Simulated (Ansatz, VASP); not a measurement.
# One calculation of InAs, two programs

The input POSCAR:

```
InAs
1.0
    4.7312200000      0.0000000000      0.0000000000
   -2.3656100000      4.0973600000      0.0000000000
    0.0000000000      0.0000000000      2.9108900000
In As
1 1
Direct
    0.0000000000      0.0000000000      0.0000000000
    0.6666700000      0.3333300000      0.0000000000
```

The input INCAR.step1:

```
SYSTEM = InAs
ALGO = Normal ; EDIFF = 1E-5
ENCUT = 520 ; GGA = PE
ISIF = 2 ; ISMEAR = -1
LASPH = .TRUE. ; LCHARG = .FALSE.
LREAL = .FALSE. ; LWAVE = .TRUE.
NBANDS = 16 ; NELM = 100
PREC = Accurate ; SIGMA = 0.05
```

INCAR.step2

```
SYSTEM = InAs
AEXX = 0.05 ; ALGO = Normal
EDIFF = 1E-6 ; ENCUT = 520
GGA = PE ; HFSCREEN = 0.2
ISIF = 2 ; ISMEAR = -1
ISTART = 1 ; LASPH = .TRUE.
LCHARG = .FALSE. ; LHFCALC = .TRUE.
LREAL = .FALSE. ; LWAVE = .FALSE.
NBANDS = 16 ; NELM = 100
PREC = Accurate ; PRECFOCK = Normal
SIGMA = 0.05
```

The input KPOINTS:

```
k-points
0
G
  4 4 5
  0 0 0
```

input

```
crystal:
  lattice:
    - [4.73122, 0.0, 0.0]
    - [-2.36561, 4.09736, 0.0]
    - [0.0, 0.0, 2.91089]
  atoms:
    - { symbol: In, position: [0.0, 0.0, 0.0] }
    - { symbol: As, position: [0.66667, 0.33333, 0.0] }
hamiltonian:
  xc: { exchange: pbe, correlation: pbe, exx: { coeff: 0.05, omega: 0.2 } }
  pseudopotentials: { kind: paw }
kpoints:
  mp_grid: { grid: [4, 4, 5] }
scf:
  occupations: { method: fermi_dirac, width: 0.05 }
output:
  forces: true
  stress: true
  eigenvalues: true
  write_density: true
  write_potential: true
  elf: true
  volumetric_format: npy
```

Alike in both runs: task single point; functional PBE-based screened hybrid with a share of 0.05 of exact exchange and HFSCREEN = 0.2; k mesh 4 × 4 × 5; occupations fermi-dirac, width 0.05 eV; no spin polarisation.

|  | VASP | Ansatz |
| --- | --- | --- |
| version | VASP 6.6.1 | Ansatz 0.2.0 |
| potentials or method | VASP PAW PBE potentials, release 64 (In_d, As) | Ansatz PAW |
| plane-wave cutoff (eV) | 520 | 420 |
| valence electrons in the cell | 18 | 28 |

VASP gave:

* gap on the k mesh at the Fermi level (eV): none
* pressure (GPa): 1.6
* traceless stress, the component that is largest in VASP (GPa): -2.76

Which values does Ansatz return?

gap on the k mesh at the Fermi level (eV): none; pressure (GPa): 1.7; traceless stress, the component that is largest in VASP (GPa): -2.76.

VASP's potentials were made for PBE, not for PBE-based screened hybrid. A gap of «none» marks a metal or a gap that the smearing closes. VASP's potentials hold 18 valence electrons a cell and Ansatz's 28, so a difference there can come from the potentials and not from the codes.

The k mesh is coarse, so the values compare programs but aren't converged.
